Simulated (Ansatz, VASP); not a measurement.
SiC: VASP beside Ansatz

```
Si C
1.0
     0.00000    2.17882    2.17882
     2.17882    0.00000    2.17882
     2.17882    2.17882    0.00000
Si C
1 1
Cartesian
  0.0000 0.0000 0.0000
  3.2682 3.2682 3.2682
```

Alike in both runs: task single point; functional LDA; k mesh 12 × 12 × 12; no spin polarisation.

```csv
,VASP,Ansatz
version,VASP 6.6.1,Ansatz 0.2.0
potentials or method,"VASP PAW LDA potentials, release 64 (Si, C), cutoff 520 eV","scalar-relativistic, plane waves, PAW"
occupations,"gaussian, width 0.01 eV",fixed
valence electrons in the cell,8,8
```

```csv
,VASP,Ansatz,Ansatz less VASP
gap on the k mesh at the Fermi level (eV),1.30,1.32,+0.012
least direct gap on the mesh (eV),4.50,4.51,+0.012
pressure (GPa),-4.0,-4.4,-0.40
```

LDA's correlation is that of Perdew and Zunger in VASP and of Perdew and Wang (1992) in Ansatz.
